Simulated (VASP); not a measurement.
Set up this calculation in VASP 6.6.1, as the native input.

```yaml
Task: density of states
Functional: PBEsol
Potentials_or_basis: VASP PAW PBE potentials, release 64 (Ag)
Cutoff: 520 eV
k_mesh: 7 × 7 × 7
Occupations: fermi-dirac, width 0.3 eV
Spin: no spin polarisation
Dipole_correction: no
k_mesh_for_the_DOS: 11 × 11 × 11
Occupations_for_the_DOS: tetrahedron
Further_INCAR_settings: ALGO = Normal; EDIFF = 1e-06; NBANDS = 12
```

Ag:

```
CELL_PARAMETERS angstrom
-1.65565 1.65565 1.65565
1.65565 -1.65565 1.65565
1.65565 1.65565 -1.65565
ATOMIC_POSITIONS crystal
Ag 0.00000 0.00000 0.00000
```

One way to write it, as run:

POSCAR

```
Ag
1.0
   -1.6556500000      1.6556500000      1.6556500000
    1.6556500000     -1.6556500000      1.6556500000
    1.6556500000      1.6556500000     -1.6556500000
Ag
1
Direct
    0.0000000000      0.0000000000      0.0000000000
```

INCAR.step1

```
SYSTEM = Ag
PREC = Accurate ; ENCUT = 520
EDIFF = 1E-6 ; ISMEAR = -1
SIGMA = 0.3 ; LREAL = .False.
LASPH = .True. ; NELM = 80
ALGO = Normal ; ISIF = 2
LWAVE = .False. ; LCHARG = .True.
LMAXMIX = 4 ; GGA = PS
NBANDS = 12
```

KPOINTS.step1

```
Automatic mesh
0
Gamma
  7 7 7
  0 0 0
```

INCAR.step2

```
SYSTEM = Ag
PREC = Accurate ; ENCUT = 520
EDIFF = 1E-6 ; ISMEAR = -5
SIGMA = 0.3 ; LREAL = .False.
LASPH = .True. ; NELM = 80
ALGO = Normal ; ISIF = 2
LWAVE = .False. ; LCHARG = .False.
LMAXMIX = 4 ; GGA = PS
LORBIT = 10 ; NBANDS = 12
NEDOS = 1001 ; ICHARG = 11
```

KPOINTS.step2

```
Automatic mesh
0
Gamma
  11 11 11
  0 0 0
```

Potentials or basis: VASP PAW PBE potentials, release 64 (Ag).

Command:

```console
$ cat potpaw_PBE.64/Ag/POTCAR > POTCAR
$ cp INCAR.step1 INCAR
$ cp KPOINTS.step1 KPOINTS
$ mpirun -np 1 vasp_std > vasp.out
$ cp INCAR.step2 INCAR
$ cp KPOINTS.step2 KPOINTS
$ mpirun -np 1 vasp_std > vasp.out
```

Results of the run:

```json
{
  "Valence electrons inside the program's atomic spheres": "Ag 9.81"
}
```

Caveat: the k points lie up to 0.38 Å⁻¹ apart.

Run time: 22 s on 1 thread of Intel Xeon 8259CL (shared host), peak memory 0.14 GiB.
